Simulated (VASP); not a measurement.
# TiO2 (P4_2/mnm) in VASP: further runs

Runs on TiO2. Level: PBEsol. Tasks: single point.

Program: VASP 6.6.1. These are calculated values, not measurements. Logs are shortened: lines on timing, memory, paths and dates and some standing lists are left out, and cuts for length are marked.

### 1 The cell of the first run

The structure is tetragonal, space group P4_2/mnm (No. 136). Conventional cell: a = 4.486 Å, b = 4.486 Å, c = 2.905 Å, α = 90.00°, β = 90.00°, γ = 90.00°. Within 2.5 Å of Ti (site symmetry mmm) lie 6 O at 1.92 Å. Within 2.6 Å of O (site symmetry m2m) lie 3 Ti at 1.92 Å and 1 O at 2.50 Å.

### 2 Single point, PBEsol

INCAR reads:

```
SYSTEM = TiO2
PREC = Accurate
ENCUT = 520
EDIFF = 1E-6
ISMEAR = 0
SIGMA = 0.01
LREAL = .FALSE.
LASPH = .TRUE.
NELM = 80
ALGO = Normal
ISIF = 2
LWAVE = .FALSE.
LCHARG = .TRUE.
GGA = PS
LELF = .TRUE.
LVHAR = .TRUE.
NBANDS = 33
```

KPOINTS reads:

```
Automatic mesh
0
G
  6 6 8
  0 0 0
```

POSCAR reads:

```
TiO2
1.0
    4.4858030263      0.0000000000      0.0000000000
    0.0000000000      4.4858030263      0.0000000000
    0.0000000000      0.0000000000      2.9051597017
Ti O
2 4
Direct
    0.0000000000      0.0000000000      0.0000000000
    0.5000000000      0.5000000000      0.5000000000
    0.3027445158      0.3027445158      0.0000000000
    0.1972554842      0.8027445158      0.5000000000
    0.6972554842      0.6972554842      0.0000000000
    0.8027445158      0.1972554842      0.5000000000
```

Potentials or basis: VASP PAW PBE potentials, release 64 (Ti_sv, O).

Run with:

```sh
$ cat potpaw_PBE.64/Ti_sv/POTCAR potpaw_PBE.64/O/POTCAR > POTCAR
$ mpirun -np 1 vasp_std > vasp.out
```

OUTCAR:

```text
SYSTEM = TiO2
   PREC = Accurate
   ENCUT = 520
   EDIFF = 1E-6
   ISMEAR = 0
   LREAL = .FALSE.
   LASPH = .TRUE.
   NELM = 80
   ISIF = 2
   GGA = PS

 ion  position               nearest neighbor table
   1  0.000  0.000  0.000-   4 1.92   6 1.92   4 1.92   6 1.92   5 1.92   3 1.92
   2  0.500  0.500  0.500-   3 1.92   5 1.92   3 1.92   5 1.92   4 1.92   6 1.92
   3  0.303  0.303  0.000-   2 1.92   2 1.92   1 1.92
   4  0.197  0.803  0.500-   1 1.92   1 1.92   2 1.92
   5  0.697  0.697  0.000-   2 1.92   2 1.92   1 1.92
   6  0.803  0.197  0.500-   1 1.92   1 1.92   2 1.92

  LATTYP: Found a simple tetragonal cell.
 ALAT       =     4.4858030263
 C/A-ratio  =     0.6476342552

  Lattice vectors:

 A1 = (   4.4858030263,   0.0000000000,   0.0000000000)
 A2 = (   0.0000000000,   4.4858030263,   0.0000000000)
 A3 = (   0.0000000000,   0.0000000000,   2.9051597017)

Analysis of symmetry for initial positions (statically):
=====================================================================
 Subroutine PRICEL returns:
 Original cell was already a primitive cell.

 Routine SETGRP: Setting up the symmetry group for a
 simple tetragonal supercell.

 Subroutine GETGRP returns: Found 16 space group operations
 (whereof  8 operations were pure point group operations)
 out of a pool of 16 trial point group operations.

The static configuration has the point symmetry D_2h.
 The point group associated with its full space group is D_4h.

Analysis of symmetry for dynamics (positions and initial velocities):
=====================================================================
 Subroutine PRICEL returns:
 Original cell was already a primitive cell.

 Routine SETGRP: Setting up the symmetry group for a
 simple tetragonal supercell.

 Subroutine GETGRP returns: Found 16 space group operations
 (whereof  8 operations were pure point group operations)
 out of a pool of 16 trial point group operations.

The dynamic configuration has the point symmetry D_2h.
 The point group associated with its full space group is D_4h.

 Subroutine INISYM returns: Found 16 space group operations
 (whereof  8 operations are pure point group operations),
 and found     1 'primitive' translations

----------------------------------------------------------------------------------------
[... 101 lines left out ...]
   EDIFF  = 0.1E-05   stopping-criterion for ELM
   LREAL  =      F    real-space projection
   EDIFFG = 0.1E-04   stopping-criterion for IOM
   NSW    =      0    number of steps for IOM
   IBRION =     -1    ionic relax: 0-MD 1-quasi-New 2-CG
   NFREE  =      0    steps in history (QN), initial steepest desc. (CG)
   ISIF   =      2    stress and relaxation
   ISYM   =      2    0-nonsym 1-usesym 2-fastsym
   POTIM  = 0.5000    time-step for ionic-motion
   TEBEG  =    0.0;   TEEND  =   0.0 temperature during run
   PSTRESS=    0.0 pullay stress
   NELECT =      48.0000    total number of electrons
   NUPDOWN=      -1.0000    fix difference up-down
   EMIN   =  10.00;   EMAX   =-10.00  energy-range for DOS
   EFERMI =   0.00;   METHOD = LEGACY
   ISMEAR =     0;   SIGMA  =   0.01  broadening in eV -4-tet -1-fermi 0-gaus
   EFERMI_NEDOS =   21; number of points for ismear=-14 and -15
   IALGO  =     38    algorithm
   IMIX   =      4    mixing-type and parameters
     AMIX     =   0.40;   BMIX     =  1.00
     AMIX_MAG =   1.60;   BMIX_MAG =  1.00
  volume/ion in A,a.u.               =       9.74        65.75
  Fermi-wavevector in a.u.,A,eV,Ry     =   1.532987  2.896925 31.974355  2.350049
  Thomas-Fermi vector in A             =   2.640117
   LORBIT       =      0    0 simple, 1 ext, 2 COOP (PROOUT), +10 PAW based schemes
   GGA     = PS    functional components
   LHFCALC =     F    Hartree Fock is set to
   AEXX    =    0.0000 exact exchange contribution
   IVDW    =     0    specifies the selected vdW correction
   LEPSILON=     F    determine dielectric tensor
   LRPA    =     F    only Hartree local field effects (RPA)
 non-spin polarized calculation
 Gauss-broadening in eV      SIGMA  =   0.01
  energy-cutoff  :      520.00
  volume of cell :       58.46
 maximum number of plane-waves:      1596
 NGX is ok and might be reduce to    36
   NGX = 17   NGY = 17   NGZ = 11

 number of electron      47.9999987 magnetization

 Free energy of the ion-electron system (eV)
  ---------------------------------------------------
  ext. energy  EPLUGINS =         0.00000000
  ---------------------------------------------------
  free energy    TOTEN  =       -55.92397571 eV

  energy without entropy =      -55.92397571  energy(sigma->0) =      -55.92397571

 E-fermi :   5.6758     XC(G=0): -12.0667

 val. band max:        5.4912026528   @ k =   0.0000   0.0000   0.0000
 cond. band min:       7.3840127615   @ k =   0.0000   0.0000   0.0000
 fundamental gap:      1.8928101087
 Fermi energy:         5.6758167793

 k-point     1 :       0.0000    0.0000    0.0000
  band No.  band energies     occupation
      1     -51.0155      2.00000
      2     -50.9898      2.00000
      3     -27.5135      2.00000
      4     -27.5135      2.00000
      5     -27.2924      2.00000
      6     -27.2924      2.00000
[... 853 lines left out ...]
     32      11.0813      0.00000
     33      12.6991      0.00000

 [... further k-points ...]

------------------------ aborting loop because EDIFF is reached ----------------------------------------

  FORCE on cell =-STRESS in cart. coord.  units (eV):
  Direction    XX          YY          ZZ          XY          YZ          ZX
  --------------------------------------------------------------------------------------
  -------------------------------------------------------------------------------------
  Total        5.7220918      5.7220918      5.8062753     -0.0000000      0.0000000      0.0000000
  in kB      156.8248918    156.8248918    159.1321011     -0.0000000      0.0000000      0.0000000
  external PRESSURE =     157.5939616 kB  Pullay stress =       0.0000000 kB

 VOLUME and BASIS-vectors are now :
 -----------------------------------------------------------------------------
  energy-cutoff  :      520.00
  volume of cell :       58.46
      direct lattice vectors                 reciprocal lattice vectors
     4.485803026  0.000000000  0.000000000     0.222925526  0.000000000  0.000000000
     0.000000000  4.485803026  0.000000000     0.000000000  0.222925526  0.000000000
     0.000000000  0.000000000  2.905159702     0.000000000  0.000000000  0.344215156

 POSITION                                       TOTAL-FORCE (eV/Angst)
 -----------------------------------------------------------------------------------
      0.00000      0.00000      0.00000         0.000000      0.000000      0.000000
      2.24290      2.24290      1.45258         0.000000      0.000000      0.000000
      1.35805      1.35805      0.00000        -0.014210     -0.014210      0.000000
      0.88485      3.60095      1.45258         0.014210     -0.014210      0.000000
      3.12775      3.12775      0.00000         0.014210      0.014210     -0.000000
      3.60095      0.88485      1.45258        -0.014210      0.014210     -0.000000
 -----------------------------------------------------------------------------------
    total drift:                               -0.000000      0.000000      0.000000

  FREE ENERGIE OF THE ION-ELECTRON SYSTEM (eV)
  ---------------------------------------------------
  free  energy   TOTEN  =       -55.9239757090 eV

  energy  without entropy=      -55.9239757090  energy(sigma->0) =      -55.92397571
```

stdout:

```text
POSCAR found type information on POSCAR TiO
 POSCAR found :  2 types and       6 ions
 scaLAPACK will be used
 -----------------------------------------------------------------------------
|                                                                             |
|                                                                             |
|     You enforced a specific xc type in the INCAR file but a different       |
|     I HOPE YOU KNOW WHAT YOU ARE DOING!                                     |
|                                                                             |
 -----------------------------------------------------------------------------

 LDA part: xc-table for (Slater+PW92), standard interpolation
 POSCAR, INCAR and KPOINTS ok, starting setup
 FFT: planning ... GRIDC
 FFT: planning ... GRID_SOFT
 FFT: planning ... GRID
 WAVECAR not read
 entering main loop
```

Run time: 38 s. Hardware: 1 thread of Intel Xeon 6975P-C (Granite Rapids), shared host; peak memory 0.22 GiB.

What came out:

```yaml
Free_energy: -55.9240 eV
Pressure: 15.8 GPa
Largest_force: 0.020 eV/Å
Band_gap_on_the_k_mesh: 1.89 eV
```

Forces in eV/Å, atoms in the order of the input:
```
Ti   0.000  0.000  0.000
Ti   0.000  0.000  0.000
O   -0.014 -0.014  0.000
O    0.014 -0.014  0.000
O    0.014  0.014  0.000
O   -0.014  0.014  0.000
```

Caveat: the cell stands under pressure; the PAW data sets were made with another functional, which shifts forces and pressure a little.

### 3 Single point, PBEsol

INCAR reads:

```
  PREC = Accurate
  ENCUT = 520
  EDIFF = 1E-6
  ISMEAR = 0
  SIGMA = 0.01
  LREAL = F
  LASPH = T
  NELM = 60
  ALGO = Normal
  ISIF = 2
  LWAVE = F
  LCHARG = T
  GGA = PS
  LELF = T
  LVHAR = T
  NBANDS = 33
```

KPOINTS reads:

```
regular mesh
0
Gamma
  6 6 8
```

Changes to POSCAR since step 2:

```diff
@@ -2,4 +2,4 @@
 1.0
-    4.4858030263      0.0000000000      0.0000000000
-    0.0000000000      4.4858030263      0.0000000000
+    4.4858030262      0.0000000000      0.0000000000
+    0.0000000000      4.4858030262      0.0000000000
     0.0000000000      0.0000000000      2.9051597017
```

Potentials or basis: VASP PAW PBE potentials, release 64 (Ti_sv, O).

Run with:

```sh
$ cat potpaw_PBE.64/Ti_sv/POTCAR potpaw_PBE.64/O/POTCAR > POTCAR
$ mpirun -np 1 vasp_std > vasp.out
```

OUTCAR:

```text
PREC = Accurate
   ENCUT = 520
   EDIFF = 1E-6
   ISMEAR = 0
   LREAL = F
   LASPH = T
   NELM = 60
   ISIF = 2
   GGA = PS

 ion  position               nearest neighbor table
   1  0.000  0.000  0.000-   4 1.92   6 1.92   4 1.92   6 1.92   5 1.92   3 1.92
   2  0.500  0.500  0.500-   3 1.92   5 1.92   3 1.92   5 1.92   4 1.92   6 1.92
   3  0.303  0.303  0.000-   2 1.92   2 1.92   1 1.92
   4  0.197  0.803  0.500-   1 1.92   1 1.92   2 1.92
   5  0.697  0.697  0.000-   2 1.92   2 1.92   1 1.92
   6  0.803  0.197  0.500-   1 1.92   1 1.92   2 1.92

  LATTYP: Found a simple tetragonal cell.
[... 1072 lines left out ...]
  -------------------------------------------------------------------------------------
  Total        5.7220919      5.7220919      5.8062754      0.0000000      0.0000000      0.0000000
  in kB      156.8248928    156.8248928    159.1321020      0.0000000      0.0000000      0.0000000
  external PRESSURE =     157.5939626 kB  Pullay stress =       0.0000000 kB

 VOLUME and BASIS-vectors are now :
 -----------------------------------------------------------------------------
  energy-cutoff  :      520.00
  volume of cell :       58.46
      direct lattice vectors                 reciprocal lattice vectors
     4.485803026  0.000000000  0.000000000     0.222925526  0.000000000  0.000000000
     0.000000000  4.485803026  0.000000000     0.000000000  0.222925526  0.000000000
     0.000000000  0.000000000  2.905159702     0.000000000  0.000000000  0.344215156

 POSITION                                       TOTAL-FORCE (eV/Angst)
 -----------------------------------------------------------------------------------
      0.00000      0.00000      0.00000         0.000000      0.000000      0.000000
      2.24290      2.24290      1.45258         0.000000      0.000000      0.000000
      1.35805      1.35805      0.00000        -0.014210     -0.014210      0.000000
      0.88485      3.60095      1.45258         0.014210     -0.014210      0.000000
      3.12775      3.12775      0.00000         0.014210      0.014210     -0.000000
      3.60095      0.88485      1.45258        -0.014210      0.014210     -0.000000
 -----------------------------------------------------------------------------------
    total drift:                               -0.000000      0.000000      0.000000

  FREE ENERGIE OF THE ION-ELECTRON SYSTEM (eV)
  ---------------------------------------------------
  free  energy   TOTEN  =       -55.9239757087 eV

  energy  without entropy=      -55.9239757087  energy(sigma->0) =      -55.92397571
```

OSZICAR:

```text
N       E                     dE             d eps       ncg     rms          rms(c)
DAV:   1     0.650958763562E+03    0.65096E+03   -0.24134E+04  3300   0.174E+03
DAV:   2     0.250230818177E+02   -0.62594E+03   -0.58069E+03  3572   0.517E+02
DAV:   3    -0.670983849658E+02   -0.92121E+02   -0.89416E+02  4503   0.189E+02
DAV:   4    -0.718097185216E+02   -0.47113E+01   -0.46982E+01  4707   0.402E+01
DAV:   5    -0.719721474991E+02   -0.16243E+00   -0.16240E+00  4463   0.646E+00    0.339E+01
DAV:   6    -0.560132530624E+02    0.15959E+02   -0.65724E+01  4366   0.897E+01    0.103E+01
DAV:   7    -0.560948781660E+02   -0.81625E-01   -0.10944E+01  4110   0.291E+01    0.101E+01
DAV:   8    -0.559023113523E+02    0.19257E+00   -0.72753E-01  4100   0.950E+00    0.436E+00
DAV:   9    -0.559585983586E+02   -0.56287E-01   -0.40820E-01  4619   0.511E+00    0.215E+00
DAV:  10    -0.559245128133E+02    0.34086E-01   -0.12251E-01  3957   0.440E+00    0.396E-01
DAV:  11    -0.559243595203E+02    0.15329E-03   -0.11698E-02  4317   0.726E-01    0.149E-01
DAV:  12    -0.559240148152E+02    0.34471E-03   -0.22502E-03  4034   0.379E-01    0.554E-02
DAV:  13    -0.559239751935E+02    0.39622E-04   -0.17610E-04  4913   0.133E-01    0.219E-02
DAV:  14    -0.559239754909E+02   -0.29737E-06   -0.39453E-05  3927   0.602E-02    0.545E-03
DAV:  15    -0.559239757087E+02   -0.21789E-06   -0.28506E-06  3291   0.218E-02
   1 F= -.55923976E+02 E0= -.55923976E+02  d E =-.187999-152
```

Wall time 38 s (1 thread of Intel Xeon 6975P-C (Granite Rapids), shared host); peak memory 0.22 GiB.

Results:

```yaml
Free_energy: -55.9240 eV
Pressure: 15.8 GPa
Largest_force: 0.020 eV/Å
Band_gap_on_the_k_mesh: 1.89 eV
```

Forces in eV/Å, atoms in the order of the input:
```
Ti   0.000  0.000  0.000
Ti   0.000  0.000  0.000
O   -0.014 -0.014  0.000
O    0.014 -0.014  0.000
O    0.014  0.014  0.000
O   -0.014  0.014  0.000
```

Stress tensor (GPa, compression positive):
```
15.68  0.00  0.00
 0.00 15.68  0.00
 0.00  0.00 15.91
```

Caveat: the cell stands under pressure; the PAW data sets were made with another functional, which shifts forces and pressure a little.
